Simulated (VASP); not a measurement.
SiC (Moissanite), 4 atoms in the cell. The typed cell holds 4 atoms: a = 3.076 Å, b = 3.063 Å, c = 5.048 Å, α = 89.79°, β = 89.43°, γ = 119.57°. 

```yaml
Program: VASP 6.6.1
Task: single point
Functional: PBEsol
Potentials_or_basis: VASP PAW PBE potentials, release 64 (Si, C)
Cutoff: 520 eV
k_mesh: 12 × 12 × 4
Occupations: gaussian, width 0.05 eV
Spin: no spin polarisation
Dipole_correction: no
Further_INCAR_settings: ALGO = Normal; EDIFF = 1e-06; NBANDS = 16
```

Potentials or basis: VASP PAW PBE potentials, release 64 (Si, C).

Launch:

```sh
$ cat potpaw_PBE.64/Si/POTCAR potpaw_PBE.64/C/POTCAR > POTCAR
$ mpirun -np 1 vasp_std > vasp.out
```

Hardware: 1 thread of AMD EPYC 9R45 96-Core Processor (Zen 5), on a shared host.

**Question.** How long does it take, and how much memory?

**Answer.** It took 86 s on 1 thread of AMD EPYC 9R45 96-Core Processor (Zen 5), with other jobs on the host, peak memory 0.25 GiB. Counts: scf iterations 12, k points 292.
